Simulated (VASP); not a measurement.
A run of VASP 6.6.1:

Contents of INCAR:

```
PREC = Accurate ; ENCUT = 750
EDIFF = 1E-6 ; ISMEAR = 0
SIGMA = 0.01 ; LREAL = False
LASPH = True ; NELM = 120
ALGO = Normal ; ISIF = 2
LWAVE = False ; LCHARG = False
GGA = PS ; NBANDS = 12
GGA_COMPAT = False
```

File KPOINTS:

```
Automatic mesh
0
Gamma
  8 8 8
```

POSCAR

```
LiBr
1.0
    0.0000000000      2.6873580160      2.6873580160
    2.6873580160      0.0000000000      2.6873580160
    2.6873580160      2.6873580160      0.0000000000
Li Br
1 1
Direct
    0.0000000000      0.0000000000      0.0000000000
    0.5000000000      0.5000000000      0.5000000000
```

Potentials or basis: VASP PAW PBE potentials, release 64 (Li_sv, Br).

Run with:

```console
$ cat potpaw_PBE.64/Li_sv/POTCAR potpaw_PBE.64/Br/POTCAR > POTCAR
$ mpirun -np 1 vasp_std > vasp.out
```

Hardware: 1 thread of Intel Xeon 8259CL (shared host).

Task: Estimate the wall time of this run.

Result: It took 47 s on 1 thread of Intel Xeon 8259CL, with other jobs on the host, peak memory 0.21 GiB. Counts: scf iterations 11, k points 29.
